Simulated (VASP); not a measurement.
# Co: single point with PBEsol

Crystal: Co.

```
CELL_PARAMETERS angstrom
3.90669 0.00000 0.00000
-1.95334 3.38329 0.00000
0.00000 0.00000 2.40088
ATOMIC_POSITIONS crystal
Co 0.00000 0.00000 0.00000
Co 0.33333 0.66667 0.50000
Co 0.66667 0.33333 0.50000
```

This isn't the form of Co at room conditions, which is hcp.

- Program: VASP 6.6.1
- Task: single point
- Functional: PBEsol
- Potentials or basis: VASP PAW PBE potentials, release 64 (Co_sv)
- Cutoff: 690 eV
- k mesh: 6 × 6 × 6
- Occupations: gaussian, width 0.1 eV
- Spin: collinear spin, ferromagnetic start
- Starting moments: [1.96, 2.01, 2.01] μB

```yaml
Pressure: -1.4 GPa
Band_gap_on_the_k_mesh: zero (filled and empty bands overlap)
Net_moment: 4.96 μB per cell
Site_moments: Co +1.66, +1.72 (each value once) μB
Valence_electrons_inside_the_program's_atomic_spheres: Co 15.05, 15.10 (each value once)
```

Stress tensor (GPa, compression positive):
```
-1.28  0.00  0.00
 0.00 -1.28  0.00
 0.00  0.00 -1.54
```

Levels at points of the mesh, in eV from the Fermi level:
Spin up:
```
           k point  band 26  band 27  band 28  band 29  band 30  band 31
(0.00, 0.00, 0.00)    -1.96    -0.70    -0.70     6.45     6.45     6.45
(0.50, 0.00, 0.00)    -1.07    -0.97    -0.70    -0.53     0.01     6.93
(0.00, 0.00, 0.50)    -0.77    -0.18     0.86     1.72     9.93    10.52
(0.50, 0.00, 0.50)    -0.71    -0.37     1.53     1.84     5.23     5.99
```
Spin down:
```csv
k point,band 20,band 21,band 22,band 23,band 24,band 25,band 26,band 27
"(0.00, 0.00, 0.00)",-1.40,-0.79,-0.79,-0.20,-0.20,-0.16,-0.16,1.33
"(0.50, 0.00, 0.00)",-1.44,-0.89,-0.08,-0.06,0.07,0.58,0.91,0.93
"(0.00, 0.00, 0.50)",-1.01,-0.85,-0.85,0.82,0.82,1.07,1.07,1.59
"(0.50, 0.00, 0.50)",-1.06,-0.83,-0.77,-0.03,0.59,0.94,1.18,1.45
```

Run time: 66 s on 1 thread of AMD EPYC 9R45 96-Core Processor (Zen 5), on a shared host, peak memory 0.2 GiB.

Caveat: the k points lie up to 0.44 Å⁻¹ apart, too coarse for converged energies and pressures of a metal; the PAW data sets were made with another functional, which shifts forces and pressure a little.
